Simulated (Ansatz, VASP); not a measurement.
**Cs4In: VASP beside Ansatz**

```
Cs In
1.0
     6.60288    0.00000    0.00000
     0.00000    6.60288    0.00000
     0.00000    0.00000    6.60288
Cs In
4 1
Direct
  0.24378 0.75622 0.75622
  0.75622 0.24378 0.75622
  0.75622 0.75622 0.24378
  0.24378 0.24378 0.24378
  0.00000 0.00000 0.00000
```

Change from the starting cell: species swapped into the SnI4 type (P-43m, No. 215).

Alike in both runs: task relaxation of cell and atoms; functional PBE; k mesh 4 × 4 × 4; occupations gaussian, width 0.1 eV; no spin polarisation.

|  | VASP | Ansatz |
| --- | --- | --- |
| version | VASP 6.6.1 | Ansatz 0.2.0 |
| potentials or method | VASP PAW PBE potentials, release 64 (Cs_sv, In_d), cutoff 600 eV | scalar-relativistic, plane waves, PAW |
| valence electrons in the cell | 49 | 49 |

```tsv
	VASP	Ansatz	Ansatz less VASP
gap on the k mesh at the Fermi level, each at its own relaxed structure (eV)	none	none	-
relaxed volume (Å³/atom)	97.63	90.68	-6.947
relaxed length of the cell vector where the two differ most in proportion (Å)	7.874	7.682	-0.1914
```

A gap of «none» marks a metal or a gap that the smearing closes. One of these differences is far larger than is usual between the two programs; its cause wasn't traced.

Spin-orbit coupling is off throughout. Noted on VASP's run: the volume moved by over 15 % at a fixed basis, so the end points are rough.
